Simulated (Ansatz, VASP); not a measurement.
## One calculation of Sb, two programs

```
Sb
1.0
     3.36900   -0.01685   -0.01685
    -1.69909    2.92606   -0.00617
    -0.02665   -0.02665    5.33000
Sb
2
Cartesian
  -0.0164 1.9384 1.3228
  1.6596 0.9441 3.9842
```

Change from the starting cell: equal xy, yz and zx shear strains of -1 %, PAW files.

Alike in both runs: task electric field gradients; functional LDA; k mesh 12 × 12 × 7; occupations fermi-dirac, width 0.03 eV; no spin polarisation.

```csv
,VASP,Ansatz
version,VASP 6.6.1,Ansatz 0.2.0
potentials or method,"VASP PAW LDA potentials, release 64 (Sb)","PAW with Ansatz's default frozen-core files, scalar-relativistic"
plane-wave cutoff (eV),520,420
valence electrons in the cell,10,30
```

|  | VASP | Ansatz | Ansatz less VASP |
| --- | --- | --- | --- |
| pressure (GPa) | -1.3 | -1.4 | -0.11 |
| traceless stress, the component that is largest in VASP (GPa) | -0.96 | -0.97 | -0.002 |
| rms of the force components (eV/Å) | 0.010 | 0.009 | -0.0006 |
| size of Vzz on the site where it differs most (V/Å²) | 24.5 | 26.8 | +2.25 |

LDA's correlation is that of Perdew and Zunger in VASP and of Perdew and Wang (1992) in Ansatz. Atom by atom the forces differ by 0.001 eV/Å (rms over components). VASP's potentials hold 10 valence electrons a cell and Ansatz's 30, so a difference there can come from the potentials and not from the codes.

Spin-orbit coupling is off throughout.
